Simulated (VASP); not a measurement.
## LiF: single point with LDA

The system is LiF.

```
Li F
1.0
     2.68751    0.00000    0.00000
     0.00000    2.68751    0.00000
     0.00000    0.00000    2.62352
Li F
1 1
Direct
  0.00000 0.00000 0.00000
  0.50000 0.50000 0.50000
```

This cell differs from its parent crystal: strain +0.050 along x and y, +0.025 along z.

| Property | Result |
| --- | --- |
| Program | VASP 6.6.1 |
| Task | single point |
| Functional | LDA |
| Potentials or basis | VASP PAW LDA potentials, release 64 (Li_sv, F) |
| Cutoff | 520 eV |
| k mesh | 10 × 10 × 10 |
| Occupations | gaussian, width 0.05 eV |
| Spin | no spin polarisation |

| Quantity | Value |
| --- | --- |
| Band gap on the k mesh | 6.29 eV (least direct gap 6.80 eV) |

Levels at points of the mesh, in eV from the valence-band top:
| k point | band 3 | band 4 | band 5 | band 6 | band 7 | band 8 |
| --- | --- | --- | --- | --- | --- | --- |
| (0.00, 0.00, 0.00) | -0.74 | -0.74 | -0.52 | 6.29 | 17.31 | 17.87 |
| (0.50, 0.00, 0.00) | -3.32 | -0.41 | -0.21 | 8.16 | 12.26 | 18.35 |
| (0.50, 0.50, 0.00) | -2.94 | -2.94 | 0.00 | 12.02 | 12.29 | 12.29 |
| (0.00, 0.00, 0.50) | -3.32 | -0.37 | -0.37 | 8.03 | 12.57 | 18.61 |
| (0.50, 0.00, 0.50) | -2.92 | -2.85 | -0.14 | 12.12 | 12.23 | 12.47 |
| (0.50, 0.50, 0.50) | -2.08 | -2.00 | -2.00 | 10.18 | 10.37 | 10.37 |

It took 18 s on 1 thread of Intel(R) Xeon(R) Platinum 8488C (Sapphire Rapids), on a shared host, peak memory 0.13 GiB.

Caveat: the cell differs from its parent crystal (strain +0.050 along x and y, +0.025 along z). A k mesh can miss the band edges.
